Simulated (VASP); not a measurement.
Input of a VASP 6.6.1 run:

Contents of INCAR:

```
PREC = Accurate ; ENCUT = 520
EDIFF = 1E-7 ; ISMEAR = -1
SIGMA = 0.15 ; LREAL = F
LASPH = T ; NELM = 60
ALGO = Normal ; ISIF = 2
LWAVE = F ; LCHARG = F
GGA = PE ; NBANDS = 29
```

File KPOINTS:

```
Automatic mesh
0
Gamma
  10 10 10
```

The input POSCAR:

```
TiSi2
1.0
    1.7746362626     -6.7815595470      0.0000000000
    1.7746362626      6.7815595470      0.0000000000
    0.0000000000      0.0000000000      3.5803151704
Ti Si
2 4
Direct
    0.8967870013      0.1032129987      0.7500000000
    0.1032129987      0.8967870013      0.2500000000
    0.5591701312      0.4408298688      0.7500000000
    0.4408298688      0.5591701312      0.2500000000
    0.2496377044      0.7503622956      0.7500000000
    0.7503622956      0.2496377044      0.2500000000
```

Potentials or basis: VASP PAW PBE potentials, release 64 (Ti_sv, Si).

Command:

```console
$ cat potpaw_PBE.64/Ti_sv/POTCAR potpaw_PBE.64/Si/POTCAR > POTCAR
$ mpirun -np 1 vasp_std > vasp.out
```

Predict the pressure.

0.0 GPa.

Predict the largest force.

0.009 eV/Å.

What does it give for the band gap on the k mesh?

Zero (band 20 reaches 10.85 eV, above the bottom of band 21 at 9.86 eV).

Forces in eV/Å, atoms in the order of the input:
```
Ti   0.000  0.000  0.000
Ti   0.000  0.000  0.000
Si   0.000  0.009  0.000
Si   0.000 -0.009  0.000
Si   0.000 -0.001  0.000
Si   0.000  0.001  0.000
```
